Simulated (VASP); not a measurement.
Si2P3, 5 atoms in the cell. It takes space group Cmmm (No. 65, orthorhombic). The conventional cell has a = 4.536 Å, b = 4.710 Å, c = 7.627 Å, α = 90.00°, β = 90.00°, γ = 90.00°. Within 3.4 Å of Si (site symmetry mmm) lie 8 P at 2.56 to 2.63 Å and 4 Si at 3.27 Å. Si (site symmetry mmm) has 6 P at 2.27 to 2.63 Å within 3.0 Å. P (site symmetry mm2) has 1 P at 2.36 Å and 5 Si at 2.56 to 2.63 Å within 3.1 Å. P (site symmetry mmm) has 4 Si at 2.27 to 2.36 Å within 3.0 Å. The cell was built from a structure type or drawn by symmetry, and may not be a known phase.

| Property | Result |
| --- | --- |
| Program | VASP 6.6.1 |
| Task | single point |
| Functional | PBE |
| Potentials or basis | VASP PAW PBE potentials, release 64 (Si, P) |
| Cutoff | 500 eV |
| k mesh | 4 × 4 × 2 |
| Occupations | gaussian, width 0.2 eV |
| Spin | no spin polarisation |
| Dipole correction | no |
| Further INCAR settings | ALGO = Normal; EDIFF = 1e-06; NBANDS = 20 |

Potentials or basis: VASP PAW PBE potentials, release 64 (Si, P).

Run with:

```sh
$ cat potpaw_PBE.64/Si/POTCAR potpaw_PBE.64/P/POTCAR > POTCAR
$ mpirun -np 1 vasp_std > vasp.out
```

Hardware: 1 thread of AMD EPYC 7R43 64-Core Processor (Zen 3) (shared host).

Problem. How long does it take, and how much memory?

Solution. Run time: 22 s on 1 thread of AMD EPYC 7R43 64-Core Processor (Zen 3), on a shared host, peak memory 0.14 GiB. Counts: scf iterations 14, k points 14.
